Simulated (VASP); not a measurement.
Wanted: the native input for a VASP 6.6.1 run.

```yaml
Task: single point
Functional: PBE
Dispersion: D3(BJ)
Potentials_or_basis: VASP PAW PBE potentials, release 64 (Na_pv, Te, H)
Cutoff: 520 eV
k_mesh: 6 × 6 × 6
Occupations: gaussian, width 0.02 eV
Spin: no spin polarisation
Dipole_correction: no
Further_INCAR_settings: ALGO = Normal; EDIFF = 1e-06; NBANDS = 22
```

The structure of Na3TeH lies in POSCAR:

```
Na3TeH
1.0
    4.6420299226      0.0000000000      0.0000000000
    0.0000000000      4.6420299226      0.0000000000
    0.0000000000      0.0000000000      4.6420299226
Na Te H
3 1 1
Direct
    0.5000000000      0.0000000000      0.5000000000
    0.0000000000      0.5000000000      0.5000000000
    0.5000000000      0.5000000000      0.0000000000
    0.0000000000      0.0000000000      0.0000000000
    0.5000000000      0.5000000000      0.5000000000
```

One way to write it, as run:

INCAR

```
SYSTEM = Na3TeH
PREC = Accurate
ENCUT = 520
EDIFF = 1E-6
ISMEAR = 0
SIGMA = 0.02
LREAL = .FALSE.
LASPH = .TRUE.
NELM = 80
ALGO = Normal
ISIF = 2
LWAVE = .FALSE.
LCHARG = .TRUE.
GGA = PE
IVDW = 12
LELF = .TRUE.
LVHAR = .TRUE.
NBANDS = 22
```

KPOINTS

```
Automatic mesh
0
G
  6 6 6
  0 0 0
```

Potentials or basis: VASP PAW PBE potentials, release 64 (Na_pv, Te, H).

Run with:

```console
$ cat potpaw_PBE.64/Na_pv/POTCAR potpaw_PBE.64/Te/POTCAR potpaw_PBE.64/H/POTCAR > POTCAR
$ mpirun -np 1 vasp_std > vasp.out
```

Results of the run:

```
Pressure                   : 0.1 GPa
Band gap on the k mesh     : 2.87 eV (least direct gap 3.07 eV)
Dispersion energy per atom : -0.253 eV
```

Caveat: spin-orbit coupling is left out, which moves the levels of the heavy elements.

Run time: 29 s on 1 thread of Intel(R) Xeon(R) Platinum 8259CL CPU @ 2.50GHz (Skylake/Cascade Lake), with other jobs on the host, peak memory 0.23 GiB.
